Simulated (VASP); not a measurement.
# Cd (P6_3/mmc) in VASP: further runs

The runs below take Cd through single point, relaxation of cell and atoms, with PBEsol.

Everything below comes from runs of VASP 6.6.1. Logs are shortened: lines on timing, memory, paths and dates and some standing lists are left out, and cuts for length are marked.

**1. The cell of the first run**

It takes space group P6_3/mmc (No. 194, hexagonal). Conventional cell: a = 2.909 Å, b = 2.909 Å, c = 5.876 Å, α = 90.00°, β = 90.00°, γ = 120.00°. Within 3.8 Å of Cd (site symmetry -6m2) lie 12 Cd at 2.91 to 3.38 Å.

**2. Single point, PBEsol**

Input file INCAR:

```
SYSTEM = Cd
ALGO = Normal
EDIFF = 1E-7
ENCUT = 520
GGA = PS
ISIF = 2
ISMEAR = 0
LASPH = .True.
LCHARG = .False.
LREAL = .False.
LWAVE = .False.
NBANDS = 19
NELM = 80
PREC = Accurate
SIGMA = 0.02
```

Input file KPOINTS:

```
k-points
0
Gamma
  9 9 4
  0 0 0
```

Input file POSCAR:

```
Cd
1.0
    2.9085159395      0.0000000000      0.0000000000
   -1.4542579697      2.5188486909      0.0000000000
    0.0000000000      0.0000000000      5.8758792966
Cd
2
Direct
    0.3333333333      0.6666666667      0.2500000000
    0.6666666667      0.3333333333      0.7500000000
```

Potentials or basis: VASP PAW PBE potentials, release 64 (Cd).

Run with:

```bash
$ cat potpaw_PBE.64/Cd/POTCAR > POTCAR
$ mpirun -np 1 vasp_std > vasp.out
```

OUTCAR:

```text
SYSTEM = Cd
   EDIFF = 1E-7
   ENCUT = 520
   GGA = PS
   ISIF = 2
   ISMEAR = 0
   LASPH = .True.
   LREAL = .False.
   NELM = 80
   PREC = Accurate

 ion  position               nearest neighbor table
   1  0.333  0.667  0.250-   2 3.38   2 3.38   2 3.38   2 3.38   2 3.38   2 3.38
   2  0.667  0.333  0.750-   1 3.38   1 3.38   1 3.38   1 3.38   1 3.38   1 3.38

  LATTYP: Found a hexagonal cell.
 ALAT       =     2.9085159395
 C/A-ratio  =     2.0202327987

  Lattice vectors:

 A1 = (   2.9085159395,   0.0000000000,   0.0000000000)
 A2 = (  -1.4542579697,   2.5188486909,   0.0000000000)
 A3 = (   0.0000000000,   0.0000000000,   5.8758792966)

Analysis of symmetry for initial positions (statically):
=====================================================================
 Subroutine PRICEL returns:
 Original cell was already a primitive cell.

 Routine SETGRP: Setting up the symmetry group for a
 hexagonal supercell.

 Subroutine GETGRP returns: Found 24 space group operations
 (whereof 12 operations were pure point group operations)
 out of a pool of 24 trial point group operations.

The static configuration has the point symmetry D_3d.
 The point group associated with its full space group is D_6h.

Analysis of symmetry for dynamics (positions and initial velocities):
=====================================================================
 Subroutine PRICEL returns:
 Original cell was already a primitive cell.

 Routine SETGRP: Setting up the symmetry group for a
 hexagonal supercell.

 Subroutine GETGRP returns: Found 24 space group operations
 (whereof 12 operations were pure point group operations)
 out of a pool of 24 trial point group operations.

The dynamic configuration has the point symmetry D_3d.
 The point group associated with its full space group is D_6h.

 Subroutine INISYM returns: Found 24 space group operations
 (whereof 12 operations are pure point group operations),
 and found     1 'primitive' translations

----------------------------------------------------------------------------------------

                                     Primitive cell

  volume of cell :      43.0473

  direct lattice vectors                    reciprocal lattice vectors
     2.908515939  0.000000000  0.000000000     0.343817954  0.198503388  0.000000000
    -1.454257970  2.518848691  0.000000000     0.000000000  0.397006777  0.000000000
     0.000000000  0.000000000  5.875879297     0.000000000  0.000000000  0.170187294

  length of vectors
     2.908515939  2.908515939  5.875879297     0.397006777  0.397006777  0.170187294

  position of ions in fractional coordinates (direct lattice)
     0.333333333  0.666666667  0.250000000
     0.666666667  0.333333333  0.750000000

  ion indices of the primitive-cell ions
   primitive index   ion index
                 1           1
                 2           2

----------------------------------------------------------------------------------------

 KPOINTS: k-points

Automatic generation of k-mesh.
 Grid dimensions read from file:
 generate k-points for:    9    9    4

 Generating k-lattice:

  Cartesian coordinates                     Fractional coordinates (reciprocal lattice)
     0.038201995  0.022055932  0.000000000     0.111111111  0.000000000  0.000000000
     0.000000000  0.044111864  0.000000000     0.000000000  0.111111111  0.000000000
     0.000000000  0.000000000  0.042546824     0.000000000  0.000000000  0.250000000

  Length of vectors
     0.044111864  0.044111864  0.042546824

  Shift w.r.t. Gamma in fractional coordinates (k-lattice)
     0.000000000  0.000000000  0.000000000

 Subroutine IBZKPT returns following result:
 ===========================================

 Found     36 irreducible k-points:

 Following reciprocal coordinates:
            Coordinates               Weight
  0.000000  0.000000  0.000000      1.000000
  0.111111  0.000000  0.000000      6.000000
  0.222222  0.000000  0.000000      6.000000
  0.333333  0.000000  0.000000      6.000000
  0.444444  0.000000  0.000000      6.000000
  0.111111  0.111111  0.000000      6.000000
[... 16 lines left out ...]
  0.333333  0.222222  0.250000     24.000000
  0.333333  0.333333  0.250000      4.000000
 [... further k-points ...]
   k-points           NKPTS =     36   k-points in BZ     NKDIM =     36   number of bands    NBANDS=     19
   number of dos      NEDOS =    301   number of ions     NIONS =      2
   total plane-waves  NPLWV =  27648
   dimension x,y,z NGX =    24 NGY =   24 NGZ =   48
   dimension x,y,z NGXF=    48 NGYF=   48 NGZF=   96
   ions per type =               2
   NGX,Y,Z   is equivalent  to a cutoff of  13.72, 13.72, 13.58 a.u.
   NGXF,Y,Z  is equivalent  to a cutoff of  27.44, 27.44, 27.16 a.u.
 SYSTEM =  Cd
   PREC   = accura    normal or accurate (medium, high low for compatibility)
   ISTART =      0    job   : 0-new  1-cont  2-samecut
   ICHARG =      2    charge: 1-file 2-atom 10-const
   ISPIN  =      1    spin polarized calculation?
   LNONCOLLINEAR =      F non collinear calculations
   LSORBIT =      F    spin-orbit coupling
   LASPH  =      T    aspherical Exc in radial PAW
   ENCUT  =  520.0 eV  38.22 Ry    6.18 a.u.   5.41  5.41 10.93*2*pi/ulx,y,z
   NELM   =     80;   NELMIN=  2; NELMDL= -5     # of ELM steps
   EDIFF  = 0.1E-06   stopping-criterion for ELM
   LREAL  =      F    real-space projection
   EDIFFG = 0.1E-05   stopping-criterion for IOM
   NSW    =      0    number of steps for IOM
   IBRION =     -1    ionic relax: 0-MD 1-quasi-New 2-CG
   NFREE  =      0    steps in history (QN), initial steepest desc. (CG)
   ISIF   =      2    stress and relaxation
   ISYM   =      2    0-nonsym 1-usesym 2-fastsym
   POTIM  = 0.5000    time-step for ionic-motion
   TEBEG  =    0.0;   TEEND  =   0.0 temperature during run
   PSTRESS=    0.0 pullay stress
   NELECT =      24.0000    total number of electrons
   NUPDOWN=      -1.0000    fix difference up-down
   EMIN   =  10.00;   EMAX   =-10.00  energy-range for DOS
   EFERMI =   0.00;   METHOD = LEGACY
   ISMEAR =     0;   SIGMA  =   0.02  broadening in eV -4-tet -1-fermi 0-gaus
   EFERMI_NEDOS =   21; number of points for ismear=-14 and -15
   IALGO  =     38    algorithm
   IMIX   =      4    mixing-type and parameters
     AMIX     =   0.40;   BMIX     =  1.00
     AMIX_MAG =   1.60;   BMIX_MAG =  1.00
  volume/ion in A,a.u.               =      21.52       145.25
  Fermi-wavevector in a.u.,A,eV,Ry     =   1.347400  2.546216 24.701186  1.815486
  Thomas-Fermi vector in A             =   2.475153
   LORBIT       =      0    0 simple, 1 ext, 2 COOP (PROOUT), +10 PAW based schemes
   GGA     = PS    functional components
   LHFCALC =     F    Hartree Fock is set to
   AEXX    =    0.0000 exact exchange contribution
   IVDW    =     0    specifies the selected vdW correction
   LEPSILON=     F    determine dielectric tensor
   LRPA    =     F    only Hartree local field effects (RPA)
 non-spin polarized calculation
 Gauss-broadening in eV      SIGMA  =   0.02
  energy-cutoff  :      520.00
  volume of cell :       43.05
 maximum number of plane-waves:      1186
 NGX is ok and might be reduce to    24
   NGX = 11   NGY = 11   NGZ = 21

 number of electron      24.0000004 magnetization

 Free energy of the ion-electron system (eV)
  ---------------------------------------------------
  ext. energy  EPLUGINS =         0.00000000
  ---------------------------------------------------
  free energy    TOTEN  =        -2.38714794 eV

  energy without entropy =       -2.38642880  energy(sigma->0) =       -2.38678837

 E-fermi :   3.1029     XC(G=0): -11.2042

 val. band max:        2.5025556784   @ k =   0.1111   0.0000   0.2500
 cond. band min:       3.1106560652   @ k =   0.3333   0.2222   0.2500
 fundamental gap:      0.6081003868
 Fermi energy:         3.1028985116

 k-point     1 :       0.0000    0.0000    0.0000
  band No.  band energies     occupation
      1      -7.1865      2.00000
      2      -7.0098      2.00000
      3      -6.4629      2.00000
      4      -6.4629      2.00000
      5      -6.4269      2.00000
      6      -6.4269      2.00000
[... 11 lines left out ...]
     18      18.9018      0.00000
     19      19.0218      0.00000

 k-point     2 :       0.1111    0.0000    0.0000
  band No.  band energies     occupation
      1      -7.0438      2.00000
      2      -6.8627      2.00000
      3      -6.5172      2.00000
      4      -6.4700      2.00000
      5      -6.3345      2.00000
      6      -6.3012      2.00000
[... 11 lines left out ...]
     18      17.5503      0.00000
     19      19.2102      0.00000

 k-point     3 :       0.2222    0.0000    0.0000
  band No.  band energies     occupation
      1      -6.9703      2.00000
      2      -6.8045      2.00000
      3      -6.4768      2.00000
      4      -6.3077      2.00000
      5      -6.2722      2.00000
      6      -6.0489      2.00000
[... 11 lines left out ...]
     18      15.5531      0.00000
     19      16.7981      0.00000

 k-point     4 :       0.3333    0.0000    0.0000
  band No.  band energies     occupation
      1      -7.1640      2.00000
      2      -7.0170      2.00000
      3      -6.6344      2.00000
      4      -6.2903      2.00000
      5      -6.2019      2.00000
      6      -6.0061      2.00000
[... 407 lines left out ...]
     18      12.1623      0.00000
     19      14.6943      0.00000

 k-point    23 :       0.3333    0.2222    0.2500
  band No.  band energies     occupation
      1      -6.7720      2.00000
      2      -6.7294      2.00000
      3      -6.6155      2.00000
      4      -6.5103      2.00000
      5      -6.2975      2.00000
      6      -6.0194      2.00000
[... 11 lines left out ...]
     18      10.9943      0.00000
     19      13.7258      0.00000

 k-point    24 :       0.3333    0.3333    0.2500
  band No.  band energies     occupation
      1      -6.5872      2.00000
      2      -6.4868      2.00000
      3      -6.4868      2.00000
      4      -6.3353      2.00000
      5      -6.2769      2.00000
      6      -6.2769      2.00000
[... 11 lines left out ...]
     18      10.3906      0.00000
     19      11.7937      0.00000

 [... further k-points ...]

------------------------ aborting loop because EDIFF is reached ----------------------------------------

  FORCE on cell =-STRESS in cart. coord.  units (eV):
  Direction    XX          YY          ZZ          XY          YZ          ZX
  --------------------------------------------------------------------------------------
  -------------------------------------------------------------------------------------
  Total        0.1382802      0.1382802      0.0503064      0.0000000      0.0000000     -0.0000000
  in kB        5.1466437      5.1466437      1.8723506      0.0000000      0.0000000     -0.0000000
  external PRESSURE =       4.0552126 kB  Pullay stress =       0.0000000 kB

 VOLUME and BASIS-vectors are now :
 -----------------------------------------------------------------------------
  energy-cutoff  :      520.00
  volume of cell :       43.05
      direct lattice vectors                 reciprocal lattice vectors
     2.908515939  0.000000000  0.000000000     0.343817954  0.198503388  0.000000000
    -1.454257970  2.518848691  0.000000000     0.000000000  0.397006777  0.000000000
     0.000000000  0.000000000  5.875879297     0.000000000  0.000000000  0.170187294

 POSITION                                       TOTAL-FORCE (eV/Angst)
 -----------------------------------------------------------------------------------
     -0.00000      1.67923      1.46897        -0.000000     -0.000000      0.000000
      1.45426      0.83962      4.40691         0.000000      0.000000      0.000000
 -----------------------------------------------------------------------------------
    total drift:                               -0.000000      0.000000     -0.000000

  FREE ENERGIE OF THE ION-ELECTRON SYSTEM (eV)
  ---------------------------------------------------
  free  energy   TOTEN  =        -2.3871479436 eV

  energy  without entropy=       -2.3864287954  energy(sigma->0) =       -2.38678837
```

Run time: 9.3 s. Hardware: 1 thread of Intel Xeon 6975P-C (Granite Rapids), shared host; peak memory 0.17 GiB.

What came out:

```yaml
Free_energy: -2.3871 eV
Pressure: 0.4 GPa
Band_gap_on_the_k_mesh: zero (bands 12 and 13 overlap by 4.64 eV)
```

Caveat: the PAW data sets were made with another functional, which shifts forces and pressure a little.

[end of part 1 of 2]
